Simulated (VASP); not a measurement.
A run of VASP 6.6.1 is set up as follows.

INCAR

```
  ALGO = Normal
  EDIFF = 1E-6
  EDIFFG = -0.04
  ENCUT = 600
  GGA = PE
  IBRION = 2
  ISIF = 3
  ISMEAR = 0
  LASPH = True
  LCHARG = False
  LREAL = False
  LWAVE = False
  NELM = 100
  NSW = 90
  PREC = Accurate
  SIGMA = 0.1
```

KPOINTS

```
k-points
0
Gamma
  6 6 6
```

Contents of POSCAR:

```
B5Pt
1.0
    0.0000000000      3.0978985400      3.0978985400
    3.0978985400      0.0000000000      3.0978985400
    3.0978985400      3.0978985400      0.0000000000
B Pt
5 1
Direct
    0.0825391900      0.0825391900      0.0825391900
    0.0825391900      0.0825391900      0.7523824200
    0.0825391900      0.7523824200      0.0825391900
    0.7523824200      0.0825391900      0.0825391900
    0.5000000000      0.5000000000      0.5000000000
    0.2500000000      0.2500000000      0.2500000000
```

Potentials or basis: VASP PAW PBE potentials, release 64 (B, Pt).

The run is started by

```sh
$ cat potpaw_PBE.64/B/POTCAR potpaw_PBE.64/Pt/POTCAR > POTCAR
$ mpirun -np 1 vasp_std > vasp.out
```

Predict the relaxed cell.

a = 4.930 Å, b = 4.930 Å, c = 4.930 Å, α = 60.00°, β = 60.00°, γ = 60.00°.

Predict the space group after relaxing (to 0.1 Å).

F-43m (No. 216).

What does it give for the band gap on the k mesh?

Zero (an odd number of electrons rules out a gap without spin polarisation).

What does it give for the relaxed volume?

14.12 Å³/atom.

Step by step:
| step | energy change (eV) | largest force (eV/Å) | pressure (GPa) | volume (Å³) |
| --- | --- | --- | --- | --- |
| 1 | 0.0000 | 5.8228 | 81.72 | 59.46 |
| 2 | 0.9305 | 5.6679 | -4.21 | 114.43 |
| 3 | -0.9246 | 6.9132 | -0.85 | 99.66 |
| 4 | -2.1929 | 7.4926 | 4.40 | 89.57 |
| 5 | -3.2883 | 6.6884 | 25.43 | 73.49 |
| 6 | -2.4665 | 2.8534 | -13.97 | 114.76 |
| 7 | -5.0786 | 0.0751 | -4.12 | 88.09 |
| 8 | -5.1017 | 0.4001 | -2.63 | 86.72 |
| 9 | -5.1050 | 0.5992 | -1.70 | 85.94 |
| 10 | -5.1107 | 0.3974 | 2.06 | 83.27 |
| 11 | -5.1236 | 0.0796 | 0.27 | 84.45 |
| 12 | -5.1236 | 0.0675 | 0.31 | 84.42 |
| 13 | -5.1240 | 0.0352 | -0.05 | 84.72 |

Caveat: the volume moved by over 15 % at a fixed basis, so the end points are rough; spin-orbit coupling is left out, which moves the levels of the heavy elements.
